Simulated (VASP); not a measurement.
## Pb: single point with PBE

Pb:

```xyz
1
Lattice="0.0000 2.4750 2.4750 2.4750 0.0000 2.4750 2.4750 2.4750 0.0000" Properties=species:S:1:pos:R:3 pbc="T T T"
Pb    0.0000    0.0000    0.0000
```

| Quantity | Value |
| --- | --- |
| Program | VASP 6.6.1 |
| Task | single point |
| Functional | PBE |
| Potentials or basis | VASP PAW PBE potentials, release 64 (Pb_d) |
| Cutoff | 520 eV |
| k mesh | 8 × 8 × 8 |
| Occupations | gaussian, width 0.05 eV |
| Spin | no spin polarisation |

```
Pressure               : 2.6 GPa
Band gap on the k mesh : zero (bands 7 and 8 overlap by 8.79 eV)
```

Levels at points of the mesh, in eV from the Fermi level:
```
           k point  band 5  band 6  band 7  band 8  band 9  band 10
(0.00, 0.00, 0.00)  -16.83  -11.65    7.52    7.52    7.52     9.86
(0.50, 0.00, 0.00)  -16.69   -8.03   -4.11    5.68    5.68     9.34
(0.50, 0.50, 0.00)  -16.66   -6.62   -3.17    2.15    2.15     5.48
```

Run time: 30 s on 1 thread of Intel Xeon 8259CL, with other jobs on the host, peak memory 0.16 GiB.

Caveat: spin-orbit coupling is left out, which moves the levels of the heavy elements.
